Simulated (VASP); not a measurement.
# Cu (P6_3/mmc) in VASP: single point with r2SCAN

Aim: the single point of Cu with r2SCAN.

All numbers are computed with VASP 6.6.1; they aren't measurements. Logs are shortened: lines on timing, memory, paths and dates and some standing lists are left out, and cuts for length are marked.

## 1. The cell of the first run

The structure is hexagonal, space group P6_3/mmc (No. 194). Conventional cell: a = 2.534 Å, b = 2.534 Å, c = 4.113 Å, α = 90.00°, β = 90.00°, γ = 120.00°. Cu (site symmetry -6m2) has 12 Cu at 2.52 to 2.53 Å within 3.3 Å.

This isn't the form of Cu at room conditions, which is fcc.

## 2. Single point, r2SCAN

POSCAR reads:

```
Cu
1.0
    2.5340966698      0.0000000000      0.0000000000
   -1.2670483349      2.1945920917      0.0000000000
    0.0000000000      0.0000000000      4.1125710000
Cu
2
Direct
    0.3333333333      0.6666666667      0.2500000000
    0.6666666667      0.3333333333      0.7500000000
```

INCAR.step1 reads:

```
ALGO = Normal
EDIFF = 1E-4
ENCUT = 520
GGA = PE
ISMEAR = 0
LASPH = T
LCHARG = F
LREAL = F
LWAVE = T
NBANDS = 18
NELM = 60
PREC = Accurate
SIGMA = 0.15
```

INCAR.step2 reads:

```
ALGO = Normal
EDIFF = 1E-6
ENCUT = 520
ISIF = 2
ISMEAR = 0
ISTART = 1
LASPH = T
LCHARG = F
LMIXTAU = T
LREAL = F
LWAVE = F
METAGGA = R2SCAN
NBANDS = 18
NELM = 60
PREC = Accurate
SIGMA = 0.15
```

KPOINTS reads:

```
k-points
0
Gamma
  24 24 14
```

Potentials or basis: VASP PAW PBE potentials, release 64 (Cu).

Launch:

```sh
$ cat potpaw_PBE.64/Cu/POTCAR > POTCAR
$ cp INCAR.step1 INCAR
$ mpirun -np 1 vasp_std > vasp.out
$ cp INCAR.step2 INCAR
$ mpirun -np 1 vasp_std > vasp.out
```

OUTCAR:

```text
EDIFF = 1E-6
   ENCUT = 520
   ISIF = 2
   ISMEAR = 0
   ISTART = 1
   LASPH = T
   LREAL = F
   METAGGA = R2SCAN
   NELM = 60
   PREC = Accurate

 ion  position               nearest neighbor table
   1  0.333  0.667  0.250-   2 2.52   2 2.52   2 2.52   2 2.52   2 2.52   2 2.52
   2  0.667  0.333  0.750-   1 2.52   1 2.52   1 2.52   1 2.52   1 2.52   1 2.52

  LATTYP: Found a hexagonal cell.
 ALAT       =     2.5340966698
 C/A-ratio  =     1.6228942838

  Lattice vectors:

 A1 = (   2.5340966698,   0.0000000000,   0.0000000000)
 A2 = (  -1.2670483349,   2.1945920917,   0.0000000000)
 A3 = (   0.0000000000,   0.0000000000,   4.1125710000)

Analysis of symmetry for initial positions (statically):
=====================================================================
 Subroutine PRICEL returns:
 Original cell was already a primitive cell.

 Routine SETGRP: Setting up the symmetry group for a
 hexagonal supercell.

 Subroutine GETGRP returns: Found 24 space group operations
 (whereof 12 operations were pure point group operations)
 out of a pool of 24 trial point group operations.

The static configuration has the point symmetry D_3d.
 The point group associated with its full space group is D_6h.

Analysis of symmetry for dynamics (positions and initial velocities):
=====================================================================
 Subroutine PRICEL returns:
 Original cell was already a primitive cell.

 Routine SETGRP: Setting up the symmetry group for a
 hexagonal supercell.

 Subroutine GETGRP returns: Found 24 space group operations
 (whereof 12 operations were pure point group operations)
 out of a pool of 24 trial point group operations.

The dynamic configuration has the point symmetry D_3d.
 The point group associated with its full space group is D_6h.

 Subroutine INISYM returns: Found 24 space group operations
 (whereof 12 operations are pure point group operations),
 and found     1 'primitive' translations

----------------------------------------------------------------------------------------

                                     Primitive cell

  volume of cell :      22.8713

  direct lattice vectors                    reciprocal lattice vectors
     2.534096670  0.000000000  0.000000000     0.394617937  0.227832772  0.000000000
    -1.267048335  2.194592092  0.000000000     0.000000000  0.455665544  0.000000000
     0.000000000  0.000000000  4.112571000     0.000000000  0.000000000  0.243156896

  length of vectors
     2.534096670  2.534096670  4.112571000     0.455665544  0.455665544  0.243156896

  position of ions in fractional coordinates (direct lattice)
     0.333333333  0.666666667  0.250000000
     0.666666667  0.333333333  0.750000000

  ion indices of the primitive-cell ions
   primitive index   ion index
                 1           1
                 2           2

----------------------------------------------------------------------------------------

 KPOINTS: k-points

Automatic generation of k-mesh.
 Grid dimensions read from file:
 generate k-points for:   24   24   14

 Generating k-lattice:

  Cartesian coordinates                     Fractional coordinates (reciprocal lattice)
     0.016442414  0.009493032  0.000000000     0.041666667 -0.000000000  0.000000000
     0.000000000  0.018986064  0.000000000     0.000000000  0.041666667  0.000000000
     0.000000000  0.000000000  0.017368350     0.000000000  0.000000000  0.071428571

  Length of vectors
     0.018986064  0.018986064  0.017368350

  Shift w.r.t. Gamma in fractional coordinates (k-lattice)
     0.000000000  0.000000000  0.000000000

 Subroutine IBZKPT returns following result:
 ===========================================

 Found    488 irreducible k-points:

 Following reciprocal coordinates:
            Coordinates               Weight
  0.000000  0.000000  0.000000      1.000000
  0.041667 -0.000000  0.000000      6.000000
  0.083333  0.000000  0.000000      6.000000
  0.125000 -0.000000  0.000000      6.000000
  0.166667  0.000000  0.000000      6.000000
  0.208333  0.000000  0.000000      6.000000
[... 16 lines left out ...]
  0.416667  0.041667  0.000000     12.000000
  0.458333  0.041667  0.000000     12.000000
 [... further k-points ...]
   k-points           NKPTS =    488   k-points in BZ     NKDIM =    488   number of bands    NBANDS=     18
   number of dos      NEDOS =    301   number of ions     NIONS =      2
   total plane-waves  NPLWV =  12800
   dimension x,y,z NGX =    20 NGY =   20 NGZ =   32
   dimension x,y,z NGXF=    40 NGYF=   40 NGZF=   64
   ions per type =               2
   NGX,Y,Z   is equivalent  to a cutoff of  13.12, 13.12, 12.94 a.u.
   NGXF,Y,Z  is equivalent  to a cutoff of  26.24, 26.24, 25.87 a.u.
 SYSTEM =  unknown system
   PREC   = accura    normal or accurate (medium, high low for compatibility)
   ISTART =      1    job   : 0-new  1-cont  2-samecut
   ICHARG =      0    charge: 1-file 2-atom 10-const
   ISPIN  =      1    spin polarized calculation?
   LNONCOLLINEAR =      F non collinear calculations
   LSORBIT =      F    spin-orbit coupling
   LASPH  =      T    aspherical Exc in radial PAW
   ENCUT  =  520.0 eV  38.22 Ry    6.18 a.u.   4.71  4.71  7.65*2*pi/ulx,y,z
   NELM   =     60;   NELMIN=  2; NELMDL=  0     # of ELM steps
   EDIFF  = 0.1E-05   stopping-criterion for ELM
   LREAL  =      F    real-space projection
   EDIFFG = 0.1E-04   stopping-criterion for IOM
   NSW    =      0    number of steps for IOM
   IBRION =     -1    ionic relax: 0-MD 1-quasi-New 2-CG
   NFREE  =      0    steps in history (QN), initial steepest desc. (CG)
   ISIF   =      2    stress and relaxation
   ISYM   =      2    0-nonsym 1-usesym 2-fastsym
   POTIM  = 0.5000    time-step for ionic-motion
   TEBEG  =    0.0;   TEEND  =   0.0 temperature during run
   PSTRESS=    0.0 pullay stress
   NELECT =      22.0000    total number of electrons
   NUPDOWN=      -1.0000    fix difference up-down
   EMIN   =  10.00;   EMAX   =-10.00  energy-range for DOS
   EFERMI =   0.00;   METHOD = LEGACY
   ISMEAR =     0;   SIGMA  =   0.15  broadening in eV -4-tet -1-fermi 0-gaus
   EFERMI_NEDOS =   21; number of points for ismear=-14 and -15
   IALGO  =     38    algorithm
   IMIX   =      4    mixing-type and parameters
     AMIX     =   0.40;   BMIX     =  1.00
     AMIX_MAG =   1.60;   BMIX_MAG =  1.00
  volume/ion in A,a.u.               =      11.44        77.17
  Fermi-wavevector in a.u.,A,eV,Ry     =   1.616041  3.053874 35.532800  2.611587
  Thomas-Fermi vector in A             =   2.710691
   LORBIT       =      0    0 simple, 1 ext, 2 COOP (PROOUT), +10 PAW based schemes
   METAGGA = R2SCAN    functional components
   LHFCALC =     F    Hartree Fock is set to
   AEXX    =    0.0000 exact exchange contribution
   IVDW    =     0    specifies the selected vdW correction
   LEPSILON=     F    determine dielectric tensor
   LRPA    =     F    only Hartree local field effects (RPA)
 non-spin polarized calculation
 Gauss-broadening in eV      SIGMA  =   0.15
  energy-cutoff  :      520.00
  volume of cell :       22.87
 maximum number of plane-waves:       640
 NGX is ok and might be reduce to    20
   NGX =  9   NGY =  9   NGZ = 15

 number of electron      21.9999979 magnetization

 Free energy of the ion-electron system (eV)
  ---------------------------------------------------
  ext. energy  EPLUGINS =         0.00000000
  ---------------------------------------------------
  free energy    TOTEN  =       -21.63745712 eV

  energy without entropy =      -21.63136631  energy(sigma->0) =      -21.63441172

 E-fermi :   7.7841     XC(G=0): -13.9620

 val. band max:        7.7745662126   @ k =   0.4167   0.0833   0.3571
 cond. band min:       7.7921767684   @ k =   0.2083   0.0833   0.2857
 fundamental gap:      0.0176105558
 Fermi energy:         7.7841321427

 k-point     1 :       0.0000    0.0000    0.0000
  band No.  band energies     occupation
      1      -2.1251      2.00000
      2       2.3865      2.00000
      3       4.5809      2.00000
      4       4.6146      2.00000
      5       4.6148      2.00000
      6       4.8421      2.00000
[... 10 lines left out ...]
     17      32.5732      0.00000
     18      32.5734      0.00000

 k-point     2 :       0.0417   -0.0000    0.0000
  band No.  band energies     occupation
      1      -2.0655      2.00000
      2       2.4204      2.00000
      3       4.5195      2.00000
      4       4.6364      2.00000
      5       4.6701      2.00000
      6       4.8311      2.00000
[... 10 lines left out ...]
     17      33.0903      0.00000
     18      33.4421      0.00000

 k-point     3 :       0.0833    0.0000    0.0000
  band No.  band energies     occupation
      1      -1.8876      2.00000
      2       2.5187      2.00000
      3       4.4316      2.00000
      4       4.7007      2.00000
      5       4.7357      2.00000
      6       4.8066      2.00000
[... 10 lines left out ...]
     17      33.4859      0.00000
     18      33.6645      0.00000

 k-point     4 :       0.1250   -0.0000    0.0000
  band No.  band energies     occupation
      1      -1.5944      2.00000
      2       2.6695      2.00000
      3       4.3302      2.00000
      4       4.7276      2.00000
      5       4.7280      2.00000
      6       4.8044      2.00000
[... 375 lines left out ...]
      4       4.2227      2.00000
      5       4.5404      2.00000
      6       4.7005      2.00000
[... 10 lines left out ...]
     17      22.2559      0.00000
     18      28.6854      0.00000

 k-point    23 :       0.4167    0.0417    0.0000
  band No.  band energies     occupation
      1       2.4592      2.00000
      2       2.9833      2.00000
      3       3.1807      2.00000
      4       4.3652      2.00000
      5       4.5128      2.00000
      6       4.6586      2.00000
[... 10 lines left out ...]
     17      21.4889      0.00000
     18      28.5446      0.00000

 k-point    24 :       0.4583    0.0417    0.0000
  band No.  band energies     occupation
      1       2.6480      2.00000
      2       2.9241      2.00000
      3       3.1443      2.00000
      4       4.4700      2.00000
      5       4.4993      2.00000
      6       4.6363      2.00000
[... 10 lines left out ...]
     17      21.2702      0.00000
     18      28.4771      0.00000

 [... further k-points ...]

------------------------ aborting loop because EDIFF is reached ----------------------------------------

  FORCE on cell =-STRESS in cart. coord.  units (eV):
  Direction    XX          YY          ZZ          XY          YZ          ZX
  --------------------------------------------------------------------------------------
  -------------------------------------------------------------------------------------
  Total        0.0564535      0.0564535      0.3126422      0.0000000      0.0000000      0.0000000
  in kB        3.9546758      3.9546758     21.9011908      0.0000000      0.0000000      0.0000000
  external PRESSURE =       9.9368475 kB  Pullay stress =       0.0000000 kB

 VOLUME and BASIS-vectors are now :
 -----------------------------------------------------------------------------
  energy-cutoff  :      520.00
  volume of cell :       22.87
      direct lattice vectors                 reciprocal lattice vectors
     2.534096670  0.000000000  0.000000000     0.394617937  0.227832772  0.000000000
    -1.267048335  2.194592092  0.000000000     0.000000000  0.455665544  0.000000000
     0.000000000  0.000000000  4.112571000     0.000000000  0.000000000  0.243156896

 POSITION                                       TOTAL-FORCE (eV/Angst)
 -----------------------------------------------------------------------------------
     -0.00000      1.46306      1.02814         0.000000      0.000000      0.000000
      1.26705      0.73153      3.08443        -0.000000     -0.000000      0.000000
 -----------------------------------------------------------------------------------
    total drift:                               -0.000000      0.000000     -0.000000

  FREE ENERGIE OF THE ION-ELECTRON SYSTEM (eV)
  ---------------------------------------------------
  free  energy   TOTEN  =       -21.6374571207 eV

  energy  without entropy=      -21.6313663125  energy(sigma->0) =      -21.63441172
```

Run time: 7.8 min. Hardware: 1 thread of AMD EPYC 7R13 (Zen 3), shared host; peak memory 0.24 GiB.

What came out:

```
Free energy            : -21.6375 eV
Pressure               : 1.0 GPa
Band gap on the k mesh : zero (bands 11 and 12 overlap by 6.36 eV)
```

Stress tensor (GPa, compression positive):
```
0.40 0.00 0.00
0.00 0.40 0.00
0.00 0.00 2.19
```

Levels at points of the mesh, in eV from the Fermi level:
| k point | band 9 | band 10 | band 11 | band 12 | band 13 | band 14 |
| --- | --- | --- | --- | --- | --- | --- |
| (0.00, 0.00, 0.00) | -2.67 | -1.86 | -1.86 | -1.06 | 4.25 | 22.35 |
| (0.50, 0.00, 0.00) | -1.70 | -1.65 | -0.02 | 1.70 | 8.31 | 8.85 |
| (0.00, 0.00, 0.50) | -2.09 | -2.09 | -2.09 | -2.09 | 13.45 | 13.45 |
| (0.50, 0.00, 0.50) | -1.70 | -1.70 | 0.49 | 0.49 | 5.27 | 5.27 |

Caveat: the PAW data sets were made with another functional, which shifts forces and pressure a little.
